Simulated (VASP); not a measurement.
# LaRe (Pm-3m) in VASP: a series of runs

The runs below take LaRe through single point, with PBE, PBEsol, LDA.

All numbers are computed with VASP 6.6.1; they aren't measurements. Logs are shortened: lines on timing, memory, paths and dates and some standing lists are left out, and cuts for length are marked.

### Step 1. The cell of the first run

Symmetry: Pm-3m, No. 221, cubic system. The conventional cell has a = 3.584 Å, b = 3.584 Å, c = 3.584 Å, α = 90.00°, β = 90.00°, γ = 90.00°. La (site symmetry m-3m) has 8 Re at 3.10 Å and 6 La at 3.58 Å within 4.1 Å. Re (site symmetry m-3m) has 8 La at 3.10 Å and 6 Re at 3.58 Å within 4.1 Å.

### Step 2. Single point, PBE

The input, INCAR:

```
SYSTEM = LaRe
  PREC = Accurate
  ENCUT = 520
  EDIFF = 1E-7
  ISMEAR = 1
  SIGMA = 0.1
  LREAL = .False.
  LASPH = .True.
  NELM = 60
  ALGO = Normal
  ISIF = 2
  LWAVE = .False.
  LCHARG = .True.
  GGA = PE
  LELF = .True.
  LVHAR = .True.
  NBANDS = 16
```

The input, KPOINTS:

```
regular mesh
0
Gamma
  10 10 10
  0 0 0
```

The input, POSCAR:

```
LaRe
1.0
    3.5835543759      0.0000000000      0.0000000000
    0.0000000000      3.5835543759      0.0000000000
    0.0000000000      0.0000000000      3.5835543759
La Re
1 1
Direct
    0.0000000000      0.0000000000      0.0000000000
    0.5000000000      0.5000000000      0.5000000000
```

Potentials or basis: VASP PAW PBE potentials, release 64 (La, Re).

Command:

```bash
$ cat potpaw_PBE.64/La/POTCAR potpaw_PBE.64/Re/POTCAR > POTCAR
$ mpirun -np 1 vasp_std > vasp.out
```

OUTCAR:

```text
SYSTEM = LaRe
   PREC = Accurate
   ENCUT = 520
   EDIFF = 1E-7
   ISMEAR = 1
   LREAL = .False.
   LASPH = .True.
   NELM = 60
   ISIF = 2
   GGA = PE

 ion  position               nearest neighbor table
   1  0.000  0.000  0.000-   2 3.10   2 3.10   2 3.10   2 3.10   2 3.10   2 3.10   2 3.10   2 3.10

   2  0.500  0.500  0.500-   1 3.10   1 3.10   1 3.10   1 3.10   1 3.10   1 3.10   1 3.10   1 3.10

  LATTYP: Found a simple cubic cell.
 ALAT       =     3.5835543759

  Lattice vectors:

 A1 = (   3.5835543759,   0.0000000000,   0.0000000000)
 A2 = (   0.0000000000,   3.5835543759,   0.0000000000)
 A3 = (   0.0000000000,   0.0000000000,   3.5835543759)

Analysis of symmetry for initial positions (statically):
=====================================================================
 Subroutine PRICEL returns:
 Original cell was already a primitive cell.

 Routine SETGRP: Setting up the symmetry group for a
 simple cubic supercell.

 Subroutine GETGRP returns: Found 48 space group operations
 (whereof 48 operations were pure point group operations)
 out of a pool of 48 trial point group operations.

The static configuration has the point symmetry O_h .

Analysis of symmetry for dynamics (positions and initial velocities):
=====================================================================
 Subroutine PRICEL returns:
 Original cell was already a primitive cell.

 Routine SETGRP: Setting up the symmetry group for a
 simple cubic supercell.

 Subroutine GETGRP returns: Found 48 space group operations
 (whereof 48 operations were pure point group operations)
 out of a pool of 48 trial point group operations.

The dynamic configuration has the point symmetry O_h .

 Subroutine INISYM returns: Found 48 space group operations
 (whereof 48 operations are pure point group operations),
 and found     1 'primitive' translations

----------------------------------------------------------------------------------------

                                     Primitive cell

  volume of cell :      46.0195

  direct lattice vectors                    reciprocal lattice vectors
     3.583554376  0.000000000  0.000000000     0.279052554  0.000000000  0.000000000
     0.000000000  3.583554376  0.000000000     0.000000000  0.279052554  0.000000000
     0.000000000  0.000000000  3.583554376     0.000000000  0.000000000  0.279052554

  length of vectors
     3.583554376  3.583554376  3.583554376     0.279052554  0.279052554  0.279052554

  position of ions in fractional coordinates (direct lattice)
     0.000000000  0.000000000  0.000000000
     0.500000000  0.500000000  0.500000000

  ion indices of the primitive-cell ions
   primitive index   ion index
                 1           1
                 2           2

----------------------------------------------------------------------------------------

 KPOINTS: regular mesh

Automatic generation of k-mesh.
 Grid dimensions read from file:
 generate k-points for:   10   10   10

 Generating k-lattice:

  Cartesian coordinates                     Fractional coordinates (reciprocal lattice)
     0.027905255  0.000000000  0.000000000     0.100000000  0.000000000  0.000000000
     0.000000000  0.027905255  0.000000000     0.000000000  0.100000000  0.000000000
     0.000000000  0.000000000  0.027905255     0.000000000  0.000000000  0.100000000

  Length of vectors
     0.027905255  0.027905255  0.027905255

  Shift w.r.t. Gamma in fractional coordinates (k-lattice)
     0.000000000  0.000000000  0.000000000

 Subroutine IBZKPT returns following result:
 ===========================================

 Found     56 irreducible k-points:

 Following reciprocal coordinates:
            Coordinates               Weight
  0.000000  0.000000  0.000000      1.000000
  0.100000  0.000000  0.000000      6.000000
  0.200000  0.000000  0.000000      6.000000
  0.300000  0.000000  0.000000      6.000000
  0.400000  0.000000  0.000000      6.000000
  0.500000  0.000000  0.000000      3.000000
[... 16 lines left out ...]
  0.200000  0.100000  0.100000     24.000000
  0.300000  0.100000  0.100000     24.000000
 [... further k-points ...]
   k-points           NKPTS =     56   k-points in BZ     NKDIM =     56   number of bands    NBANDS=     16
   number of dos      NEDOS =    301   number of ions     NIONS =      2
   total plane-waves  NPLWV =  21952
   dimension x,y,z NGX =    28 NGY =   28 NGZ =   28
   dimension x,y,z NGXF=    56 NGYF=   56 NGZF=   56
   ions per type =               1   1
   NGX,Y,Z   is equivalent  to a cutoff of  12.99, 12.99, 12.99 a.u.
   NGXF,Y,Z  is equivalent  to a cutoff of  25.98, 25.98, 25.98 a.u.
 SYSTEM =  LaRe
   PREC   = accura    normal or accurate (medium, high low for compatibility)
   ISTART =      0    job   : 0-new  1-cont  2-samecut
   ICHARG =      2    charge: 1-file 2-atom 10-const
   ISPIN  =      1    spin polarized calculation?
   LNONCOLLINEAR =      F non collinear calculations
   LSORBIT =      F    spin-orbit coupling
   LASPH  =      T    aspherical Exc in radial PAW
   ENCUT  =  520.0 eV  38.22 Ry    6.18 a.u.   6.66  6.66  6.66*2*pi/ulx,y,z
   NELM   =     60;   NELMIN=  2; NELMDL= -5     # of ELM steps
   EDIFF  = 0.1E-06   stopping-criterion for ELM
   LREAL  =      F    real-space projection
   EDIFFG = 0.1E-05   stopping-criterion for IOM
   NSW    =      0    number of steps for IOM
   IBRION =     -1    ionic relax: 0-MD 1-quasi-New 2-CG
   NFREE  =      0    steps in history (QN), initial steepest desc. (CG)
   ISIF   =      2    stress and relaxation
   ISYM   =      2    0-nonsym 1-usesym 2-fastsym
   POTIM  = 0.5000    time-step for ionic-motion
   TEBEG  =    0.0;   TEEND  =   0.0 temperature during run
   PSTRESS=    0.0 pullay stress
   NELECT =      18.0000    total number of electrons
   NUPDOWN=      -1.0000    fix difference up-down
   EMIN   =  10.00;   EMAX   =-10.00  energy-range for DOS
   EFERMI =   0.00;   METHOD = LEGACY
   ISMEAR =     1;   SIGMA  =   0.10  broadening in eV -4-tet -1-fermi 0-gaus
   EFERMI_NEDOS =   21; number of points for ismear=-14 and -15
   IALGO  =     38    algorithm
   IMIX   =      4    mixing-type and parameters
     AMIX     =   0.40;   BMIX     =  1.00
     AMIX_MAG =   1.60;   BMIX_MAG =  1.00
  volume/ion in A,a.u.               =      23.01       155.28
  Fermi-wavevector in a.u.,A,eV,Ry     =   1.197250  2.262475 19.502708  1.433409
  Thomas-Fermi vector in A             =   2.333170
   LORBIT       =      0    0 simple, 1 ext, 2 COOP (PROOUT), +10 PAW based schemes
   GGA     = PE    functional components
   LHFCALC =     F    Hartree Fock is set to
   AEXX    =    0.0000 exact exchange contribution
   IVDW    =     0    specifies the selected vdW correction
   LEPSILON=     F    determine dielectric tensor
   LRPA    =     F    only Hartree local field effects (RPA)
 non-spin polarized calculation
 Methfessel and Paxton  Order N= 1 SIGMA  =   0.10
  energy-cutoff  :      520.00
  volume of cell :       46.02
 maximum number of plane-waves:      1261
 NGX is ok and might be reduce to    28
   NGX = 13   NGY = 13   NGZ = 13

 number of electron      18.0000001 magnetization

 Free energy of the ion-electron system (eV)
  ---------------------------------------------------
  ext. energy  EPLUGINS =         0.00000000
  ---------------------------------------------------
  free energy    TOTEN  =       -15.67125648 eV

  energy without entropy =      -15.67225198  energy(sigma->0) =      -15.67158832

 E-fermi :   8.2208     XC(G=0): -11.4669

 val. band max:        8.2001145812   @ k =   0.5000   0.3000   0.2000
 cond. band min:       8.2246922450   @ k =   0.5000   0.3000   0.3000
 fundamental gap:      0.0245776638
 Fermi energy:         8.2207629248

 k-point     1 :       0.0000    0.0000    0.0000
  band No.  band energies     occupation
      1     -23.0757      2.00000
      2      -6.4286      2.00000
      3      -6.4286      2.00000
      4      -6.4286      2.00000
      5       3.2701      2.00000
      6       5.0828      2.00000
[... 8 lines left out ...]
     15      11.8485      0.00000
     16      11.8486      0.00000

 k-point     2 :       0.1000    0.0000    0.0000
  band No.  band energies     occupation
      1     -23.0629      2.00000
      2      -6.5826      2.00000
      3      -6.4232      2.00000
      4      -6.4232      2.00000
      5       3.5104      2.00000
      6       5.1614      2.00000
[... 8 lines left out ...]
     15      11.8424      0.00000
     16      11.8424      0.00000

 k-point     3 :       0.2000    0.0000    0.0000
  band No.  band energies     occupation
      1     -23.0291      2.00000
      2      -6.9588      2.00000
      3      -6.4091      2.00000
      4      -6.4091      2.00000
      5       4.1541      2.00000
      6       5.3885      2.00000
[... 8 lines left out ...]
     15      11.9686      0.00000
     16      11.9686      0.00000

 k-point     4 :       0.3000    0.0000    0.0000
  band No.  band energies     occupation
      1     -22.9866      2.00000
      2      -7.3810      2.00000
      3      -6.3917      2.00000
      4      -6.3917      2.00000
      5       5.0546      2.00000
      6       5.7314      2.00000
[... 8 lines left out ...]
     15      12.1182      0.00000
     16      12.1183      0.00000

 k-point     5 :       0.4000    0.0000    0.0000
  band No.  band energies     occupation
      1     -22.9518      2.00000
      2      -7.6955      2.00000
      3      -6.3776      2.00000
      4      -6.3776      2.00000
      5       6.0408      2.00000
      6       6.1002      2.00000
[... 8 lines left out ...]
     15      12.2065      0.00000
     16      12.2172      0.00000

 k-point     6 :       0.5000    0.0000    0.0000
  band No.  band energies     occupation
      1     -22.9384      2.00000
      2      -7.8103      2.00000
      3      -6.3722      2.00000
      4      -6.3722      2.00000
      5       6.2828      2.00000
      6       6.6325      2.00000
[... 8 lines left out ...]
     15      12.2118      0.00000
     16      12.2464      0.00000

 k-point     7 :       0.1000    0.1000    0.0000
  band No.  band energies     occupation
      1     -23.0504      2.00000
      2      -6.6040      2.00000
      3      -6.5425      2.00000
      4      -6.4168      2.00000
      5       3.7332      2.00000
      6       5.2938      2.00000
[... 8 lines left out ...]
     15      11.8659      0.00000
     16      11.8719      0.00000

 k-point     8 :       0.2000    0.1000    0.0000
  band No.  band energies     occupation
      1     -23.0173      2.00000
      2      -6.9467      2.00000
      3      -6.5435      2.00000
      4      -6.3999      2.00000
      5       4.3230      2.00000
      6       5.5189      2.00000
[... 8 lines left out ...]
     15      11.9118      0.00000
     16      11.9930      0.00000

 k-point     9 :       0.3000    0.1000    0.0000
  band No.  band energies     occupation
      1     -22.9758      2.00000
      2      -7.3576      2.00000
      3      -6.5171      2.00000
      4      -6.3789      2.00000
      5       5.1230      2.00000
      6       5.8246      2.00000
[... 8 lines left out ...]
     15      12.0405      0.00000
     16      12.1317      0.00000
[... 172 lines left out ...]
 k-point    19 :       0.4000    0.4000    0.0000
  band No.  band energies     occupation
      1     -22.8541      2.00000
      2      -7.4152      2.00000
      3      -7.3649      2.00000
      4      -6.2258      2.00000
      5       4.4489      2.00000
      6       6.0417      2.00000
[... 8 lines left out ...]
     15      11.8882      0.00000
     16      12.3203      0.00000

 k-point    20 :       0.5000    0.4000    0.0000
  band No.  band energies     occupation
      1     -22.8436      2.00000
      2      -7.4856      2.00000
      3      -7.3560      2.00000
      4      -6.2092      2.00000
      5       4.2968      2.00000
      6       5.9695      2.00000
[... 8 lines left out ...]
     15      11.9030      0.00000
     16      12.3322      0.00000

 k-point    21 :       0.5000    0.5000    0.0000
  band No.  band energies     occupation
      1     -22.8334      2.00000
      2      -7.4491      2.00000
      3      -7.4491      2.00000
      4      -6.1914      2.00000
      5       4.1197      2.00000
      6       5.8831      2.00000
[... 8 lines left out ...]
     15      11.8319      0.00000
     16      12.3399      0.00000

 k-point    22 :       0.1000    0.1000    0.1000
  band No.  band energies     occupation
      1     -23.0381      2.00000
      2      -6.6170      2.00000
      3      -6.5368      2.00000
      4      -6.5368      2.00000
      5       3.9437      2.00000
      6       5.4923      2.00000
[... 8 lines left out ...]
     15      11.9146      0.00000
     16      11.9146      0.00000

 k-point    23 :       0.2000    0.1000    0.1000
  band No.  band energies     occupation
      1     -23.0056      2.00000
      2      -6.9330      2.00000
      3      -6.5453      2.00000
      4      -6.5217      2.00000
      5       4.4946      2.00000
      6       5.6752      2.00000
[... 8 lines left out ...]
     15      11.9585      0.00000
     16      12.0084      0.00000

 k-point    24 :       0.3000    0.1000    0.1000
  band No.  band energies     occupation
      1     -22.9649      2.00000
      2      -7.3349      2.00000
      3      -6.5063      2.00000
      4      -6.5031      2.00000
      5       5.2195      2.00000
      6       5.9387      2.00000
[... 8 lines left out ...]
     15      12.1001      0.00000
     16      12.1112      0.00000

 [... further k-points ...]

------------------------ aborting loop because EDIFF is reached ----------------------------------------

  FORCE on cell =-STRESS in cart. coord.  units (eV):
  Direction    XX          YY          ZZ          XY          YZ          ZX
  --------------------------------------------------------------------------------------
  -------------------------------------------------------------------------------------
  Total       -0.0047538     -0.0047538     -0.0047538      0.0000000     -0.0000000     -0.0000000
  in kB       -0.1655060     -0.1655060     -0.1655060      0.0000000     -0.0000000     -0.0000000
  external PRESSURE =      -0.1655060 kB  Pullay stress =       0.0000000 kB

 VOLUME and BASIS-vectors are now :
 -----------------------------------------------------------------------------
  energy-cutoff  :      520.00
  volume of cell :       46.02
      direct lattice vectors                 reciprocal lattice vectors
     3.583554376  0.000000000  0.000000000     0.279052554  0.000000000  0.000000000
     0.000000000  3.583554376  0.000000000     0.000000000  0.279052554  0.000000000
     0.000000000  0.000000000  3.583554376     0.000000000  0.000000000  0.279052554

 POSITION                                       TOTAL-FORCE (eV/Angst)
 -----------------------------------------------------------------------------------
      0.00000      0.00000      0.00000         0.000000      0.000000      0.000000
      1.79178      1.79178      1.79178         0.000000      0.000000      0.000000
 -----------------------------------------------------------------------------------
    total drift:                                0.000000      0.000000      0.000000

  FREE ENERGIE OF THE ION-ELECTRON SYSTEM (eV)
  ---------------------------------------------------
  free  energy   TOTEN  =       -15.6712564850 eV

  energy  without entropy=      -15.6722519799  energy(sigma->0) =      -15.67158832
```

Wall time 78 s (1 thread of Intel Xeon Platinum 8375C at 2.90GHz (Ice Lake), shared host); peak memory 0.2 GiB.

Results:

```yaml
Free_energy: -15.6713 eV
Pressure: 0.0 GPa
Band_gap_on_the_k_mesh: zero (bands 9 and 10 overlap by 1.99 eV)
```

Caveat: spin-orbit coupling is left out, which moves the levels of the heavy elements.

(Part 1 of 2 ends here.)
